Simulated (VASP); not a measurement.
# Ag2O5 (cubic X2O5 type) (Pn-3m) in VASP: notebook, part 2 of 2

VASP 6.6.1. The steps go on from the part before.

### Step 3. Single point, PBE

File INCAR:

```
ALGO = Normal
EDIFF = 1E-6
ENCUT = 520
GGA = PE
ISIF = 2
ISMEAR = -1
LASPH = True
LCHARG = False
LREAL = False
LWAVE = False
NBANDS = 65
NELM = 60
PREC = Accurate
SIGMA = 0.06122561905347299
```

File KPOINTS:

```
k-points
0
Gamma
  11 11 11
```

File POSCAR:

```
Ag2O5
1.0
    5.3473273625      0.0000000000      0.0000000000
    0.0000000000      5.3473273625      0.0000000000
    0.0000000000      0.0000000000      5.3473273625
Ag O
4 10
Direct
    0.0000000000      0.0000000000      0.0000000000
    0.5000000000      0.5000000000      0.0000000000
    0.5000000000      0.0000000000      0.5000000000
    0.0000000000      0.5000000000      0.5000000000
    0.5000000000      0.0000000000      0.0000000000
    0.0000000000      0.5000000000      0.0000000000
    0.0000000000      0.0000000000      0.5000000000
    0.5000000000      0.5000000000      0.5000000000
    0.7500000000      0.7500000000      0.2500000000
    0.7500000000      0.2500000000      0.7500000000
    0.2500000000      0.7500000000      0.7500000000
    0.7500000000      0.2500000000      0.2500000000
    0.2500000000      0.7500000000      0.2500000000
    0.2500000000      0.2500000000      0.7500000000
```

Potentials or basis: VASP PAW PBE potentials, release 64 (Ag, O).

Run with:

```
cat potpaw_PBE.64/Ag/POTCAR potpaw_PBE.64/O/POTCAR > POTCAR
mpirun -np 1 vasp_std > vasp.out
```

OUTCAR:

```text
EDIFF = 1E-6
   ENCUT = 520
   GGA = PE
   ISIF = 2
   ISMEAR = -1
   LASPH = True
   LREAL = False
   NELM = 60
   PREC = Accurate

 ion  position               nearest neighbor table
   1  0.000  0.000  0.000-   9 2.32  10 2.32  11 2.32  12 2.32  13 2.32  14 2.32   5 2.67   6 2.67
                             7 2.67   7 2.67   6 2.67   5 2.67
   2  0.500  0.500  0.000-   9 2.32  10 2.32  11 2.32  12 2.32  13 2.32  14 2.32   5 2.67   6 2.67
                             8 2.67   8 2.67   5 2.67   6 2.67
   3  0.500  0.000  0.500-   9 2.32  10 2.32  11 2.32  12 2.32  13 2.32  14 2.32   5 2.67   7 2.67
                             8 2.67   5 2.67   8 2.67   7 2.67
   4  0.000  0.500  0.500-   9 2.32  10 2.32  11 2.32  12 2.32  13 2.32  14 2.32   6 2.67   7 2.67
                             8 2.67   6 2.67   7 2.67   8 2.67
   5  0.500  0.000  0.000-   1 2.67   2 2.67   3 2.67   3 2.67   2 2.67   1 2.67
   6  0.000  0.500  0.000-   1 2.67   2 2.67   4 2.67   4 2.67   1 2.67   2 2.67
   7  0.000  0.000  0.500-   1 2.67   3 2.67   4 2.67   1 2.67   4 2.67   3 2.67
   8  0.500  0.500  0.500-   2 2.67   3 2.67   4 2.67   2 2.67   3 2.67   4 2.67
   9  0.750  0.750  0.250-   1 2.32   2 2.32   3 2.32   4 2.32
  10  0.750  0.250  0.750-   1 2.32   2 2.32   3 2.32   4 2.32
  11  0.250  0.750  0.750-   1 2.32   2 2.32   3 2.32   4 2.32
  12  0.750  0.250  0.250-   1 2.32   2 2.32   3 2.32   4 2.32
  13  0.250  0.750  0.250-   1 2.32   2 2.32   3 2.32   4 2.32
  14  0.250  0.250  0.750-   1 2.32   2 2.32   3 2.32   4 2.32

  LATTYP: Found a simple cubic cell.
 ALAT       =     5.3473273625

  Lattice vectors:

 A1 = (   5.3473273625,   0.0000000000,   0.0000000000)
 A2 = (   0.0000000000,   5.3473273625,   0.0000000000)
 A3 = (   0.0000000000,   0.0000000000,   5.3473273625)

Analysis of symmetry for initial positions (statically):
=====================================================================
 Subroutine PRICEL returns:
 Original cell was already a primitive cell.

 Routine SETGRP: Setting up the symmetry group for a
 simple cubic supercell.

 Subroutine GETGRP returns: Found 48 space group operations
 (whereof 12 operations were pure point group operations)
 out of a pool of 48 trial point group operations.

The static configuration has the point symmetry D_3d.
 The point group associated with its full space group is O_h .

Analysis of symmetry for dynamics (positions and initial velocities):
=====================================================================
 Subroutine PRICEL returns:
 Original cell was already a primitive cell.

 Routine SETGRP: Setting up the symmetry group for a
 simple cubic supercell.

 Subroutine GETGRP returns: Found 48 space group operations
 (whereof 12 operations were pure point group operations)
 out of a pool of 48 trial point group operations.

The dynamic configuration has the point symmetry D_3d.
 The point group associated with its full space group is O_h .

 Subroutine INISYM returns: Found 48 space group operations
 (whereof 12 operations are pure point group operations),
 and found     1 'primitive' translations

----------------------------------------------------------------------------------------

                                     Primitive cell

  volume of cell :     152.9010

  direct lattice vectors                    reciprocal lattice vectors
     5.347327362  0.000000000  0.000000000     0.187009310  0.000000000  0.000000000
[... 100 lines left out ...]
 SYSTEM =  unknown system
   PREC   = accura    normal or accurate (medium, high low for compatibility)
   ISTART =      0    job   : 0-new  1-cont  2-samecut
   ICHARG =      2    charge: 1-file 2-atom 10-const
   ISPIN  =      1    spin polarized calculation?
   LNONCOLLINEAR =      F non collinear calculations
   LSORBIT =      F    spin-orbit coupling
   LASPH  =      T    aspherical Exc in radial PAW
   ENCUT  =  520.0 eV  38.22 Ry    6.18 a.u.   9.94  9.94  9.94*2*pi/ulx,y,z
   NELM   =     60;   NELMIN=  2; NELMDL= -5     # of ELM steps
   EDIFF  = 0.1E-05   stopping-criterion for ELM
   LREAL  =      F    real-space projection
   EDIFFG = 0.1E-04   stopping-criterion for IOM
   NSW    =      0    number of steps for IOM
   IBRION =     -1    ionic relax: 0-MD 1-quasi-New 2-CG
   NFREE  =      0    steps in history (QN), initial steepest desc. (CG)
   ISIF   =      2    stress and relaxation
   ISYM   =      2    0-nonsym 1-usesym 2-fastsym
   POTIM  = 0.5000    time-step for ionic-motion
   TEBEG  =    0.0;   TEEND  =   0.0 temperature during run
   PSTRESS=    0.0 pullay stress
   NELECT =     104.0000    total number of electrons
   NUPDOWN=      -1.0000    fix difference up-down
   EMIN   =  10.00;   EMAX   =-10.00  energy-range for DOS
   EFERMI =   0.00;   METHOD = LEGACY
   ISMEAR =    -1;   SIGMA  =   0.06  broadening in eV -4-tet -1-fermi 0-gaus
   EFERMI_NEDOS =   21; number of points for ismear=-14 and -15
   IALGO  =     38    algorithm
   IMIX   =      4    mixing-type and parameters
     AMIX     =   0.40;   BMIX     =  1.00
     AMIX_MAG =   1.60;   BMIX_MAG =  1.00
  volume/ion in A,a.u.               =      10.92        73.70
  Fermi-wavevector in a.u.,A,eV,Ry     =   1.439735  2.720704 28.202650  2.072836
  Thomas-Fermi vector in A             =   2.558557
   LORBIT       =      0    0 simple, 1 ext, 2 COOP (PROOUT), +10 PAW based schemes
   GGA     = PE    functional components
   LHFCALC =     F    Hartree Fock is set to
   AEXX    =    0.0000 exact exchange contribution
   IVDW    =     0    specifies the selected vdW correction
   LEPSILON=     F    determine dielectric tensor
   LRPA    =     F    only Hartree local field effects (RPA)
 non-spin polarized calculation
  energy-cutoff  :      520.00
  volume of cell :      152.90
 maximum number of plane-waves:      4138
 NGX is ok and might be reduce to    40
   NGX = 19   NGY = 19   NGZ = 19

 number of electron     103.9999899 magnetization

 Free energy of the ion-electron system (eV)
  ---------------------------------------------------
  ext. energy  EPLUGINS =         0.00000000
  ---------------------------------------------------
  free energy    TOTEN  =       -45.68353516 eV

  energy without entropy =      -45.43740376  energy(sigma->0) =      -45.56046946

 E-fermi :   4.1314     XC(G=0): -11.7021

 val. band max:        4.1295393868   @ k =   0.4545   0.3636   0.1818
 cond. band min:       4.1372805232   @ k =   0.1818   0.1818   0.0909
 fundamental gap:      0.0077411364
 Fermi energy:         4.1314051360

 k-point     1 :       0.0000    0.0000    0.0000
  band No.  band energies     occupation
      1     -15.1074      2.00000
      2     -13.5372      2.00000
      3     -13.5372      2.00000
      4     -12.9957      2.00000
      5     -12.9957      2.00000
      6     -12.7618      2.00000
[... 1597 lines left out ...]
     63      11.5340      0.00000
     64      11.5613      0.00000

 [... further k-points ...]

 [bands above 64 left out]

------------------------ aborting loop because EDIFF is reached ----------------------------------------

  FORCE on cell =-STRESS in cart. coord.  units (eV):
  Direction    XX          YY          ZZ          XY          YZ          ZX
  --------------------------------------------------------------------------------------
  -------------------------------------------------------------------------------------
  Total       -2.4991136     -2.4991136     -2.4991136     -0.0000000      0.0000000     -0.0000000
  in kB      -26.1870308    -26.1870308    -26.1870308     -0.0000000      0.0000000     -0.0000000
  external PRESSURE =     -26.1870308 kB  Pullay stress =       0.0000000 kB

 VOLUME and BASIS-vectors are now :
 -----------------------------------------------------------------------------
  energy-cutoff  :      520.00
  volume of cell :      152.90
      direct lattice vectors                 reciprocal lattice vectors
     5.347327362  0.000000000  0.000000000     0.187009310  0.000000000  0.000000000
     0.000000000  5.347327362  0.000000000     0.000000000  0.187009310  0.000000000
     0.000000000  0.000000000  5.347327362     0.000000000  0.000000000  0.187009310

 POSITION                                       TOTAL-FORCE (eV/Angst)
 -----------------------------------------------------------------------------------
      0.00000      0.00000      0.00000        -0.000000     -0.000000      0.000000
      2.67366      2.67366      0.00000        -0.000000     -0.000000      0.000000
      2.67366      0.00000      2.67366        -0.000000     -0.000000      0.000000
      0.00000      2.67366      2.67366        -0.000000     -0.000000      0.000000
      2.67366      0.00000      0.00000        -0.000000     -0.000000      0.000000
      0.00000      2.67366      0.00000        -0.000000     -0.000000      0.000000
      0.00000      0.00000      2.67366        -0.000000     -0.000000      0.000000
      2.67366      2.67366      2.67366        -0.000000     -0.000000      0.000000
      4.01050      4.01050      1.33683         0.000000      0.000000     -0.000000
      4.01050      1.33683      4.01050        -0.000000      0.000000      0.000000
      1.33683      4.01050      4.01050        -0.000000      0.000000      0.000000
      4.01050      1.33683      1.33683         0.000000     -0.000000     -0.000000
      1.33683      4.01050      1.33683         0.000000     -0.000000     -0.000000
      1.33683      1.33683      4.01050         0.000000      0.000000     -0.000000
 -----------------------------------------------------------------------------------
    total drift:                               -0.000000      0.000000     -0.000000

  FREE ENERGIE OF THE ION-ELECTRON SYSTEM (eV)
  ---------------------------------------------------
  free  energy   TOTEN  =       -45.6835351556 eV

  energy  without entropy=      -45.4374037647  energy(sigma->0) =      -45.56046946
```

Wall time 11 min (1 thread of Intel Xeon Platinum 8259CL at 2.50GHz (Skylake/Cascade Lake), shared host); peak memory 0.49 GiB.

What came out:

* Free energy: -45.6835 eV
* Pressure: -2.6 GPa
* Band gap on the k mesh: zero (bands 52 and 53 overlap by 0.33 eV)
